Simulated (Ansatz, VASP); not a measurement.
I: VASP beside Ansatz

```
I
1.0
     0.00000    2.36560    3.90984
     2.19225    0.00000    3.90984
     2.19225    2.36560    0.00000
I
1
Direct
  0.00000 0.00000 0.00000
```

Alike in both runs: functional b88 exchange, pbe correlation; k mesh 9 × 9 × 9; occupations fermi-dirac, width 0.05 eV; no spin polarisation.

|  | VASP | Ansatz |
| --- | --- | --- |
| version | VASP 6.6.1 | Ansatz 0.2.0 |
| potentials or method | VASP PAW PBE potentials, release 64 (I) | Ansatz PAW |
| plane-wave cutoff (eV) | 500 | 420 |
| valence electrons in the cell | 7 | 17 |
| task | single point | band structure |

|  | VASP | Ansatz | Ansatz less VASP |
| --- | --- | --- | --- |
| gap on the k mesh at the Fermi level (eV) | none | none | - |
| pressure (GPa) | 0.4 | 0.5 | +0.03 |
| traceless stress, the component that is largest in VASP (GPa) | 0.48 | 0.44 | -0.032 |

VASP's potentials were made for PBE, not for b88 exchange, pbe correlation. A gap of «none» marks a metal or a gap that the smearing closes. VASP's potentials hold 7 valence electrons a cell and Ansatz's 17, so a difference there can come from the potentials and not from the codes.

Spin-orbit coupling is off throughout.
